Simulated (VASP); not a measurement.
# AlPt: relaxation of cell and atoms with PBEsol

The system is AlPt.

```
Pt Al
1.0
     0.00000    3.98500    3.98500
     3.98500    0.00000    3.98500
     3.98500    3.98500    0.00000
Pt Al
4 4
Direct
  0.00000 0.00000 0.00000
  0.00000 0.50000 0.00000
  0.50000 0.00000 0.00000
  0.50000 0.50000 0.00000
  0.00000 0.00000 0.50000
  0.00000 0.50000 0.50000
  0.50000 0.00000 0.50000
  0.50000 0.50000 0.50000
```

```yaml
Program: VASP 6.6.1
Task: relaxation of cell and atoms
Functional: PBEsol
Potentials_or_basis: VASP PAW PBE potentials, release 64 (Pt, Al)
Cutoff: 500 eV
k_mesh: 6 × 6 × 6
Occupations: methfessel-paxton, width 0.1 eV
Spin: no spin polarisation
Dipole_correction: no
Further_INCAR_settings: ALGO = Normal; EDIFF = 1e-07; IBRION = 2; EDIFFG = -0.02; NSW = 80; ISIF = 3
```

* Relaxed volume: 14.66 Å³/atom
* Relaxed cell: a = 5.784 Å, b = 5.784 Å, c = 5.247 Å, α = 56.55°, β = 56.55°, γ = 60.00°
* Space group after relaxing (to 0.1 Å): R-3m (No. 166)
* Energy gained by relaxing: 208.5 meV/atom
* Ionic steps: 8
* Pressure after relaxing: 0.0 GPa
* Band gap on the k mesh: zero (bands 26 and 27 overlap by 1.82 eV)

Step by step:
```
step  energy change (eV)  largest force (eV/Å)  pressure (GPa)  volume (Å³)
   1              0.0000                0.0000          -12.40       126.57
   2             -0.6895                0.0000           28.21       104.75
   3             -1.3484                0.0000            7.50       112.63
   4             -1.6384                0.0000            0.82       117.28
   5             -1.6616                0.0000            1.86       116.20
   6             -1.6616                0.0000            1.78       116.28
   7             -1.6589                0.0000           -2.07       118.44
   8             -1.6682                0.0000           -0.02       117.26
```

Final structure:
```yaml
crystal:
  lattice:
    - [0.00000, 4.08988, 4.08988]
    - [4.08988, 0.00000, 4.08988]
    - [3.70002, 3.70002, 0.38987]
  atoms:
    - { symbol: Pt, position: [0.00000, 0.00000, 0.00000] }
    - { symbol: Pt, position: [0.00000, 0.50000, 0.00000] }
    - { symbol: Pt, position: [0.50000, 0.00000, 0.00000] }
    - { symbol: Pt, position: [0.50000, 0.50000, 0.00000] }
    - { symbol: Al, position: [0.00000, 0.00000, 0.50000] }
    - { symbol: Al, position: [0.00000, 0.50000, 0.50000] }
    - { symbol: Al, position: [0.50000, 0.00000, 0.50000] }
    - { symbol: Al, position: [0.50000, 0.50000, 0.50000] }
```

Levels at points of the mesh, in eV from the Fermi level:
| k point | band 22 | band 23 | band 24 | band 25 | band 26 | band 27 | band 28 | band 29 | band 30 | band 31 |
| --- | --- | --- | --- | --- | --- | --- | --- | --- | --- | --- |
| (0.00, 0.00, 0.00) | -1.76 | -0.71 | -0.71 | -0.71 | -0.69 | -0.69 | -0.69 | 1.72 | 1.72 | 1.72 |
| (0.50, 0.00, 0.00) | -2.45 | -1.66 | -1.66 | -0.61 | -0.61 | 0.44 | 0.44 | 1.81 | 1.81 | 3.09 |
| (0.00, 0.00, 0.50) | -2.33 | -0.71 | -0.71 | -0.71 | 1.11 | 1.11 | 1.11 | 2.38 | 2.38 | 2.38 |
| (0.50, 0.50, 0.00) | -2.42 | -1.93 | -1.93 | -0.35 | -0.35 | 1.36 | 1.36 | 3.05 | 3.05 | 4.32 |

Wall time 6.1 min on 1 thread of Intel(R) Xeon(R) 6975P-C (Granite Rapids), on a shared host, peak memory 0.33 GiB.

Caveat: the PAW data sets were made with another functional, which shifts forces and pressure a little; spin-orbit coupling is left out, which moves the levels of the heavy elements.
